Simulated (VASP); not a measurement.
Write the native input for VASP 6.6.1 that does the following.

- Task: single point
- Functional: PBE
- Potentials or basis: VASP PAW PBE potentials, release 64 (Ga_d, Co)
- Cutoff: 520 eV
- k mesh: 6 × 6 × 4
- Occupations: gaussian, width 0.2 eV
- Spin: no spin polarisation
- Dipole correction: no
- Further INCAR settings: ALGO = Fast; EDIFF = 1e-06; NBANDS = 54

The structure of GaCo lies in POSCAR:

```
GaCo
1.0
   -1.3815469547     -2.6031484754      3.6556442827
   -1.3815469547      2.6031484754      3.6556442827
   -5.5261878188      0.0000000000      0.0000000000
Ga Co
4 4
Direct
    0.7906734076      0.7906734076      0.6046632962
    0.7906734076      0.7906734076      0.1046632962
    0.2093265924      0.2093265924      0.8953367038
    0.2093265924      0.2093265924      0.3953367038
    0.2656157422      0.7343842578      0.7500000000
    0.2656157422      0.7343842578      0.2500000000
    0.7343842578      0.2656157422      0.7500000000
    0.7343842578      0.2656157422      0.2500000000
```

These files were run (other wordings do the same):

INCAR

```
SYSTEM = GaCo
ALGO = Fast ; EDIFF = 1E-6
ENCUT = 520 ; GGA = PE
ISIF = 2 ; ISMEAR = 0
LASPH = .True. ; LCHARG = .False.
LREAL = .False. ; LWAVE = .False.
NBANDS = 54 ; NELM = 100
PREC = Accurate ; SIGMA = 0.2
```

KPOINTS

```
k-points
0
Gamma
  6 6 4
  0 0 0
```

Potentials or basis: VASP PAW PBE potentials, release 64 (Ga_d, Co).

The run is started by

```bash
$ cat potpaw_PBE.64/Ga_d/POTCAR potpaw_PBE.64/Co/POTCAR > POTCAR
$ mpirun -np 1 vasp_std > vasp.out
```

Results of the run:

```json
{
 "Pressure": "0.3 GPa",
 "Largest force": "0.028 eV/Å",
 "Band gap on the k mesh": "zero (bands 44 and 45 overlap by 0.63 eV)"
}
```

Caveat: the run has no spin polarisation, though such a crystal can be magnetic.

Wall time 3 min on 1 thread of Intel(R) Xeon(R) 6975P-C (Granite Rapids), with other jobs on the host, peak memory 0.35 GiB.
